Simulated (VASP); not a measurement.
Runs of VASP 6.6.1 on Se. The structure is that of space group P6/mmm (No. 191), or close to it. The cells are those of the table. The cell was generated, and may not be a known phase.

```csv
task,cell,k mesh,cutoff (eV),gap on the mesh (eV),pressure (GPa),relaxed volume (Å³/atom)
single point,"a = 3.708, b = 3.708, c = 4.465 Å, angles 90.0, 90.0, 120.0°, 2 atoms",6 × 6 × 4,520,none,44.8,-
relaxation of cell and atoms,"relaxed from a = 3.708, b = 3.708, c = 4.465 Å, angles 90.0, 90.0, 120.0°, 2 atoms",6 × 6 × 4,600,none,0.1,38.26
single point,"a = 4.478, b = 4.478, c = 4.538 Å, angles 90.0, 90.0, 120.0°, 2 atoms",12 × 12 × 12,520,none,0.0,-
single point,"a = 4.448, b = 4.448, c = 4.544 Å, angles 90.0, 90.0, 120.0°, 2 atoms",6 × 6 × 4,520,none,0.1,-
relaxation of cell and atoms,"relaxed from a = 4.448, b = 4.448, c = 4.544 Å, angles 90.0, 90.0, 120.0°, 2 atoms",12 × 12 × 12,600,none,0.0,(a)
```

Alike in all rows: level PBE; potentials or basis VASP PAW PBE potentials, release 64 (Se); no spin polarisation; smearing gaussian 0.1 eV.

**Question.** Estimate the missing entries.

**Answer.** (a) 39.45.

Caveats: this functional lacks dispersion, which binds layers or chains, so the pressure and a relaxed spacing across them are unreliable; the stress differs along the axes, from 0 to 67 GPa (at least some runs); the volume moved by over 15 % at a fixed basis, so the end points are rough (at least some runs).

A k mesh can miss the band edges, and the runs leave out spin-orbit coupling on Se.

A gap of «none» marks levels without a gap at the run's occupations.
